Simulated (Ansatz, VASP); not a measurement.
# Ge5Pd: VASP beside Ansatz

```xyz
6
Lattice="4.9034 0.0000 0.0000 -2.4517 4.2465 0.0000 0.0000 0.0000 5.2497" Properties=species:S:1:pos:R:3 pbc="T T T"
Ge    0.0000    2.8310    2.6249
Ge    2.4517    1.4155    2.6249
Ge    0.0000    2.8310    0.0000
Ge    2.4517    1.4155    0.0000
Ge    0.0000    0.0000    2.6249
Pd    0.0000    0.0000    0.0000
```

Alike in both runs: task single point; functional PBE; k mesh 6 × 6 × 4; occupations gaussian, width 0.1 eV; collinear spin.

```csv
,VASP,Ansatz
version,VASP 6.6.1,Ansatz 0.2.0
potentials or method,"VASP PAW PBE potentials, release 64 (Ge_d, Pd), cutoff 520 eV","scalar-relativistic, plane waves, PAW"
valence electrons in the cell,80,88
```

|  | VASP | Ansatz | Ansatz less VASP |
| --- | --- | --- | --- |
| gap on the k mesh at the Fermi level (eV) | none | none | - |
| pressure (GPa) | -0.4 | -0.3 | +0.04 |
| net moment per atom (μB) | 0.00 | 0.00 | 0.000 |

A gap of «none» marks a metal or a gap that the smearing closes. The functional is the same, so the differences come from potentials, cutoffs and numerics. VASP's potentials hold 80 valence electrons a cell and Ansatz's 88, so a difference there can come from the potentials and not from the codes. Ansatz's warnings: seeded moment not kept.
